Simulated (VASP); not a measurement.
# AlGa3N4 (P-42m) in VASP: further runs

The runs below take AlGa3N4 through single point, with r2SCAN.

Everything below comes from runs of VASP 6.6.1. Logs are shortened: lines on timing, memory, paths and dates and some standing lists are left out, and cuts for length are marked.

### Step 1. The cell of the first run

Symmetry: P-42m, No. 111, tetragonal system. The conventional cell has a = 4.354 Å, b = 4.354 Å, c = 4.689 Å, α = 90.00°, β = 90.00°, γ = 90.00°. Within 2.5 Å of Al (site symmetry -42m) lie 4 N at 1.89 Å. Ga (site symmetry -42m) has 4 N at 1.95 Å within 2.6 Å. Within 2.6 Å of Ga (site symmetry 222) lie 4 N at 1.95 Å. Within 2.5 Å of N (site symmetry m) lie 1 Al at 1.89 Å and 3 Ga at 1.95 Å.

### Step 2. Single point, r2SCAN (strain -0.025 along x and y, +0.050 along z)

The input, POSCAR:

```
AlGa3N4
1.0
    4.3537108409      0.0000000000      0.0000000000
    0.0000000000      4.3537108409      0.0000000000
    0.0000000000      0.0000000000      4.6886116748
Al Ga N
1 3 4
Direct
    0.0000000000      0.0000000000      0.0000000000
    0.5000000000      0.5000000000      0.0000000000
    0.5000000000      0.0000000000      0.5000000000
    0.0000000000      0.5000000000      0.5000000000
    0.7553510553      0.7553510553      0.2446489447
    0.7553510553      0.2446489447      0.7553510553
    0.2446489447      0.7553510553      0.7553510553
    0.2446489447      0.2446489447      0.2446489447
```

The input, INCAR.step1:

```
SYSTEM = AlGa3N4
PREC = Accurate
ENCUT = 520
ISMEAR = 0
SIGMA = 0.05
LREAL = .False.
LASPH = .True.
NELM = 100
NBANDS = 41
GGA = PE
ALGO = Normal
EDIFF = 1E-4
LWAVE = .True.
LCHARG = .False.
```

The input, INCAR.step2:

```
SYSTEM = AlGa3N4
PREC = Accurate
ENCUT = 520
EDIFF = 1E-6
ISMEAR = 0
SIGMA = 0.05
LREAL = .False.
LASPH = .True.
NELM = 100
ALGO = Normal
ISIF = 2
LWAVE = .False.
LCHARG = .True.
METAGGA = R2SCAN
LMIXTAU = .True.
LELF = .True.
LVHAR = .True.
NBANDS = 41
ISTART = 1
```

The input, KPOINTS:

```
Automatic mesh
0
Gamma
  6 6 6
  0 0 0
```

Potentials or basis: VASP PAW PBE potentials, release 64 (Al, Ga_d, N).

Launch:

```
cat potpaw_PBE.64/Al/POTCAR potpaw_PBE.64/Ga_d/POTCAR potpaw_PBE.64/N/POTCAR > POTCAR
cp INCAR.step1 INCAR
mpirun -np 1 vasp_std > vasp.out
cp INCAR.step2 INCAR
mpirun -np 1 vasp_std > vasp.out
```

OUTCAR:

```text
SYSTEM = AlGa3N4
   PREC = Accurate
   ENCUT = 520
   EDIFF = 1E-6
   ISMEAR = 0
   LREAL = .False.
   LASPH = .True.
   NELM = 100
   ISIF = 2
   METAGGA = R2SCAN
   ISTART = 1

 ion  position               nearest neighbor table
   1  0.000  0.000  0.000-   5 1.89   6 1.89   7 1.89   8 1.89   2 3.08   2 3.08   2 3.08   2 3.08

   2  0.500  0.500  0.000-   5 1.95   6 1.95   7 1.95   8 1.95   1 3.08   1 3.08   1 3.08   1 3.08

   3  0.500  0.000  0.500-   5 1.95   6 1.95   7 1.95   8 1.95
   4  0.000  0.500  0.500-   5 1.95   6 1.95   7 1.95   8 1.95
   5  0.755  0.755  0.245-   1 1.89   2 1.95   3 1.95   4 1.95
   6  0.755  0.245  0.755-   1 1.89   2 1.95   3 1.95   4 1.95
   7  0.245  0.755  0.755-   1 1.89   2 1.95   3 1.95   4 1.95
   8  0.245  0.245  0.245-   1 1.89   2 1.95   3 1.95   4 1.95

  LATTYP: Found a simple tetragonal cell.
 ALAT       =     4.3537108409
 C/A-ratio  =     1.0769230769

  Lattice vectors:

 A1 = (   4.3537108409,   0.0000000000,   0.0000000000)
 A2 = (   0.0000000000,   4.3537108409,   0.0000000000)
 A3 = (   0.0000000000,   0.0000000000,   4.6886116748)

Analysis of symmetry for initial positions (statically):
=====================================================================
 Subroutine PRICEL returns:
 Original cell was already a primitive cell.

 Routine SETGRP: Setting up the symmetry group for a
 simple tetragonal supercell.

 Subroutine GETGRP returns: Found  8 space group operations
 (whereof  8 operations were pure point group operations)
 out of a pool of 16 trial point group operations.

The static configuration has the point symmetry D_2d.

Analysis of symmetry for dynamics (positions and initial velocities):
=====================================================================
 Subroutine PRICEL returns:
 Original cell was already a primitive cell.

 Routine SETGRP: Setting up the symmetry group for a
 simple tetragonal supercell.

 Subroutine GETGRP returns: Found  8 space group operations
 (whereof  8 operations were pure point group operations)
 out of a pool of 16 trial point group operations.

The dynamic configuration has the point symmetry D_2d.

 Subroutine INISYM returns: Found  8 space group operations
 (whereof  8 operations are pure point group operations),
 and found     1 'primitive' translations

----------------------------------------------------------------------------------------

                                     Primitive cell

  volume of cell :      88.8717

  direct lattice vectors                    reciprocal lattice vectors
     4.353710841  0.000000000  0.000000000     0.229689117  0.000000000  0.000000000
     0.000000000  4.353710841  0.000000000     0.000000000  0.229689117  0.000000000
     0.000000000  0.000000000  4.688611675     0.000000000  0.000000000  0.213282752

  length of vectors
     4.353710841  4.353710841  4.688611675     0.229689117  0.229689117  0.213282752

  position of ions in fractional coordinates (direct lattice)
     0.000000000  0.000000000  0.000000000
     0.500000000  0.500000000  0.000000000
     0.500000000  0.000000000  0.500000000
     0.000000000  0.500000000  0.500000000
     0.755351055  0.755351055  0.244648945
     0.755351055  0.244648945  0.755351055
     0.244648945  0.755351055  0.755351055
     0.244648945  0.244648945  0.244648945

  ion indices of the primitive-cell ions
   primitive index   ion index
                 1           1
                 2           2
                 3           3
                 4           4
                 5           5
                 6           6
                 7           7
                 8           8

----------------------------------------------------------------------------------------

 KPOINTS: Automatic mesh

Automatic generation of k-mesh.
 Grid dimensions read from file:
 generate k-points for:    6    6    6

 Generating k-lattice:

  Cartesian coordinates                     Fractional coordinates (reciprocal lattice)
     0.038281520  0.000000000  0.000000000     0.166666667  0.000000000  0.000000000
     0.000000000  0.038281520  0.000000000     0.000000000  0.166666667  0.000000000
     0.000000000  0.000000000  0.035547125     0.000000000  0.000000000  0.166666667

  Length of vectors
     0.038281520  0.038281520  0.035547125

  Shift w.r.t. Gamma in fractional coordinates (k-lattice)
     0.000000000  0.000000000  0.000000000

 Subroutine IBZKPT returns following result:
 ===========================================

 Found     40 irreducible k-points:

 Following reciprocal coordinates:
            Coordinates               Weight
  0.000000  0.000000  0.000000      1.000000
  0.166667  0.000000  0.000000      4.000000
  0.333333  0.000000  0.000000      4.000000
  0.500000  0.000000  0.000000      2.000000
  0.166667  0.166667  0.000000      4.000000
  0.333333  0.166667  0.000000      8.000000
[... 16 lines left out ...]
  0.333333  0.000000  0.333333      8.000000
  0.500000  0.000000  0.333333      4.000000
 [... further k-points ...]
   k-points           NKPTS =     40   k-points in BZ     NKDIM =     40   number of bands    NBANDS=     41
   number of dos      NEDOS =    301   number of ions     NIONS =      8
   total plane-waves  NPLWV =  36864
   dimension x,y,z NGX =    32 NGY =   32 NGZ =   36
   dimension x,y,z NGXF=    64 NGYF=   64 NGZF=   72
   ions per type =               1   3   4
   NGX,Y,Z   is equivalent  to a cutoff of  12.22, 12.22, 12.76 a.u.
   NGXF,Y,Z  is equivalent  to a cutoff of  24.44, 24.44, 25.53 a.u.
 SYSTEM =  AlGa3N4
   PREC   = accura    normal or accurate (medium, high low for compatibility)
   ISTART =      1    job   : 0-new  1-cont  2-samecut
   ICHARG =      0    charge: 1-file 2-atom 10-const
   ISPIN  =      1    spin polarized calculation?
   LNONCOLLINEAR =      F non collinear calculations
   LSORBIT =      F    spin-orbit coupling
   LASPH  =      T    aspherical Exc in radial PAW
   ENCUT  =  520.0 eV  38.22 Ry    6.18 a.u.   8.10  8.10  8.72*2*pi/ulx,y,z
   NELM   =    100;   NELMIN=  2; NELMDL=  0     # of ELM steps
   EDIFF  = 0.1E-05   stopping-criterion for ELM
   LREAL  =      F    real-space projection
   EDIFFG = 0.1E-04   stopping-criterion for IOM
   NSW    =      0    number of steps for IOM
   IBRION =     -1    ionic relax: 0-MD 1-quasi-New 2-CG
   NFREE  =      0    steps in history (QN), initial steepest desc. (CG)
   ISIF   =      2    stress and relaxation
   ISYM   =      2    0-nonsym 1-usesym 2-fastsym
   POTIM  = 0.5000    time-step for ionic-motion
   TEBEG  =    0.0;   TEEND  =   0.0 temperature during run
   PSTRESS=    0.0 pullay stress
   NELECT =      62.0000    total number of electrons
   NUPDOWN=      -1.0000    fix difference up-down
   EMIN   =  10.00;   EMAX   =-10.00  energy-range for DOS
   EFERMI =   0.00;   METHOD = LEGACY
   ISMEAR =     0;   SIGMA  =   0.05  broadening in eV -4-tet -1-fermi 0-gaus
   EFERMI_NEDOS =   21; number of points for ismear=-14 and -15
   IALGO  =     38    algorithm
   IMIX   =      4    mixing-type and parameters
     AMIX     =   0.40;   BMIX     =  1.00
     AMIX_MAG =   1.60;   BMIX_MAG =  1.00
  volume/ion in A,a.u.               =      11.11        74.97
  Fermi-wavevector in a.u.,A,eV,Ry     =   1.451948  2.743783 28.683144  2.108152
  Thomas-Fermi vector in A             =   2.569386
   LORBIT       =      0    0 simple, 1 ext, 2 COOP (PROOUT), +10 PAW based schemes
   METAGGA = R2SCAN    functional components
   LHFCALC =     F    Hartree Fock is set to
   AEXX    =    0.0000 exact exchange contribution
   IVDW    =     0    specifies the selected vdW correction
   LEPSILON=     F    determine dielectric tensor
   LRPA    =     F    only Hartree local field effects (RPA)
 non-spin polarized calculation
 Gauss-broadening in eV      SIGMA  =   0.05
  energy-cutoff  :      520.00
  volume of cell :       88.87
 maximum number of plane-waves:      2448
   NGX = 17   NGY = 17   NGZ = 17

 number of electron      62.0000022 magnetization

 Free energy of the ion-electron system (eV)
  ---------------------------------------------------
  ext. energy  EPLUGINS =         0.00000000
  ---------------------------------------------------
  free energy    TOTEN  =       -84.70792011 eV

  energy without entropy =      -84.70792011  energy(sigma->0) =      -84.70792011

 E-fermi :   5.5762     XC(G=0): -12.3976

 val. band max:        5.3424441253   @ k =   0.0000   0.0000   0.0000
 cond. band min:       8.0200759047   @ k =   0.0000   0.0000   0.0000
 fundamental gap:      2.6776317794
 Fermi energy:         5.5761814821

 k-point     1 :       0.0000    0.0000    0.0000
  band No.  band energies     occupation
      1     -11.2881      2.00000
      2      -9.9254      2.00000
      3      -9.8702      2.00000
      4      -9.8702      2.00000
      5      -8.3406      2.00000
      6      -8.3142      2.00000
[... 33 lines left out ...]
     40      16.8024      0.00000
     41      17.0055      0.00000

 k-point     2 :       0.1667    0.0000    0.0000
  band No.  band energies     occupation
      1     -11.1706      2.00000
      2      -9.9266      2.00000
      3      -9.9200      2.00000
      4      -9.8755      2.00000
      5      -8.3354      2.00000
      6      -8.3069      2.00000
[... 33 lines left out ...]
     40      16.7730      0.00000
     41      17.5500      0.00000

 k-point     3 :       0.3333    0.0000    0.0000
  band No.  band energies     occupation
      1     -10.8537      2.00000
      2     -10.0946      2.00000
      3      -9.9285      2.00000
      4      -9.8868      2.00000
      5      -8.3139      2.00000
      6      -8.2772      2.00000
[... 33 lines left out ...]
     40      17.0202      0.00000
     41      17.2256      0.00000

 k-point     4 :       0.5000    0.0000    0.0000
  band No.  band energies     occupation
      1     -10.5107      2.00000
      2     -10.3635      2.00000
      3      -9.9290      2.00000
      4      -9.8929      2.00000
      5      -8.2807      2.00000
      6      -8.2588      2.00000
[... 825 lines left out ...]
     40      15.9514      0.00000
     41      16.3849      0.00000

 k-point    23 :       0.3333    0.0000    0.3333
  band No.  band energies     occupation
      1     -10.5805      2.00000
      2     -10.1007      2.00000
      3     -10.0334      2.00000
      4      -9.9303      2.00000
      5      -8.2949      2.00000
      6      -8.2900      2.00000
[... 33 lines left out ...]
     40      15.5380      0.00000
     41      16.1647      0.00000

 k-point    24 :       0.5000    0.0000    0.3333
  band No.  band energies     occupation
      1     -10.3581      2.00000
      2     -10.2081      2.00000
      3     -10.0423      2.00000
      4      -9.9716      2.00000
      5      -8.2959      2.00000
      6      -8.2760      2.00000
[... 33 lines left out ...]
     40      15.6528      0.00000
     41      15.7238      0.00000

 [... further k-points ...]

------------------------ aborting loop because EDIFF is reached ----------------------------------------

  FORCE on cell =-STRESS in cart. coord.  units (eV):
  Direction    XX          YY          ZZ          XY          YZ          ZX
  --------------------------------------------------------------------------------------
  -------------------------------------------------------------------------------------
  Total        2.6469725      2.6469725     -3.9762390      0.0000000     -0.0000000      0.0000000
  in kB       47.7195777     47.7195777    -71.6835709      0.0000000     -0.0000000      0.0000000
  external PRESSURE =       7.9185282 kB  Pullay stress =       0.0000000 kB

 VOLUME and BASIS-vectors are now :
 -----------------------------------------------------------------------------
  energy-cutoff  :      520.00
  volume of cell :       88.87
      direct lattice vectors                 reciprocal lattice vectors
     4.353710841  0.000000000  0.000000000     0.229689117  0.000000000  0.000000000
     0.000000000  4.353710841  0.000000000     0.000000000  0.229689117  0.000000000
     0.000000000  0.000000000  4.688611675     0.000000000  0.000000000  0.213282752

 POSITION                                       TOTAL-FORCE (eV/Angst)
 -----------------------------------------------------------------------------------
      0.00000      0.00000      0.00000         0.000000      0.000000      0.000000
      2.17686      2.17686      0.00000         0.000000      0.000000      0.000000
      2.17686      0.00000      2.34431         0.000000     -0.000000      0.000000
      0.00000      2.17686      2.34431         0.000000      0.000000      0.000000
      3.28858      3.28858      1.14706         0.072681      0.072681      0.008949
      3.28858      1.06513      3.54155         0.072681     -0.072681     -0.008949
      1.06513      3.28858      3.54155        -0.072681      0.072681     -0.008949
      1.06513      1.06513      1.14706        -0.072681     -0.072681      0.008949
 -----------------------------------------------------------------------------------
    total drift:                                0.000000      0.000000      0.000000

  FREE ENERGIE OF THE ION-ELECTRON SYSTEM (eV)
  ---------------------------------------------------
  free  energy   TOTEN  =       -84.7079201063 eV

  energy  without entropy=      -84.7079201063  energy(sigma->0) =      -84.70792011
```

It took 2.9 min on 1 thread of Intel Xeon 6975P-C (Granite Rapids), shared host; peak memory 0.27 GiB.

Results:

| Item | Value |
| --- | --- |
| Free energy | -84.7079 eV |
| Pressure | 0.8 GPa |
| Largest force | 0.103 eV/Å |
| Band gap on the k mesh | 2.68 eV, direct |

Forces in eV/Å, atoms in the order of the input:
```
Al   0.000  0.000  0.000
Ga   0.000  0.000  0.000
Ga   0.000  0.000  0.000
Ga   0.000  0.000  0.000
N    0.073  0.073  0.009
N    0.073 -0.073 -0.009
N   -0.073  0.073 -0.009
N   -0.073 -0.073  0.009
```

Levels at points of the mesh, in eV from the valence-band top:
```tsv
k point	band 29	band 30	band 31	band 32	band 33	band 34
(0.00, 0.00, 0.00)	-0.38	0.00	0.00	2.68	3.67	3.67
(0.50, 0.00, 0.00)	-1.68	-1.54	-1.36	5.37	5.51	6.85
(0.50, 0.50, 0.00)	-0.79	-0.76	-0.42	7.30	7.48	7.48
(0.00, 0.00, 0.50)	-1.38	-1.06	-1.06	5.28	5.30	6.29
(0.50, 0.00, 0.50)	-1.31	-1.21	-0.92	6.99	7.12	7.24
(0.50, 0.50, 0.50)	-0.72	-0.57	-0.50	5.27	5.27	5.34
```

Caveat: the cell differs from its parent crystal (strain -0.025 along x and y, +0.050 along z); the PAW data sets were made with another functional, which shifts forces and pressure a little.

[end of part 1 of 2]
